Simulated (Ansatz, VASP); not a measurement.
One calculation of Ta3N, two programs

INCAR

```
SYSTEM = Ta3N
PREC = Accurate
ENCUT = 520
EDIFF = 1E-7
ISMEAR = 0
SIGMA = 0.1
LREAL = .False.
LASPH = .True.
NELM = 100
ALGO = Normal
ISIF = 2
LWAVE = .False.
LCHARG = .False.
GGA = PE
NBANDS = 27
```

KPOINTS

```
Automatic mesh
0
Gamma
  6 6 4
  0 0 0
```

File POSCAR:

```
Ta3N
1.0
    2.1598193400     -2.2815189100      0.0000000000
    2.1598193400      2.2815189100      0.0000000000
    0.0000000000      0.0000000000      6.2955762400
Ta N
3 1
Direct
    0.5000000000      0.5000000000      0.8043026800
    0.5000000000      0.5000000000      0.1956973200
    0.5000000000      0.5000000000      0.5000000000
    0.0000000000      0.0000000000      0.5000000000
```

Input for Ansatz:

```yaml
crystal:
  lattice:
    - [2.15981934, -2.28151891, 0.0]
    - [2.15981934, 2.28151891, 0.0]
    - [0.0, 0.0, 6.29557624]
  atoms:
    - { symbol: Ta, position: [0.5, 0.5, 0.80430268] }
    - { symbol: Ta, position: [0.5, 0.5, 0.19569732] }
    - { symbol: Ta, position: [0.5, 0.5, 0.5] }
    - { symbol: "N", position: [0.0, 0.0, 0.5] }
basis:
  ecutwfc: 420
kpoints:
  mp_grid: { grid: [6, 6, 4] }
hamiltonian:
  xc: pbe
scf:
  occupations: { method: gaussian, width: 0.1 }
  lower_state_search: "off"
output:
  forces: true
  stress: true
  eigenvalues: true
```

Alike in both runs: task single point; functional PBE; k mesh 6 × 6 × 4; occupations gaussian, width 0.1 eV; no spin polarisation.

|  | VASP | Ansatz |
| --- | --- | --- |
| version | VASP 6.6.1 | Ansatz 0.2.0 |
| potentials or method | VASP PAW PBE potentials, release 64 (Ta_pv, N), cutoff 520 eV | scalar-relativistic, plane waves, PAW |
| valence electrons in the cell | 38 | 44 |

```csv
,VASP,Ansatz,Ansatz less VASP
gap on the k mesh at the Fermi level (eV),none,none,-
rms of the force components (eV/Å),7.804,7.946,+0.1421
```

Atom by atom the forces differ by 0.142 eV/Å (rms over components). A gap of «none» marks a metal or a gap that the smearing closes. VASP's potentials hold 38 valence electrons a cell and Ansatz's 44, so a difference there can come from the potentials and not from the codes.

Neither program's run includes spin-orbit coupling.
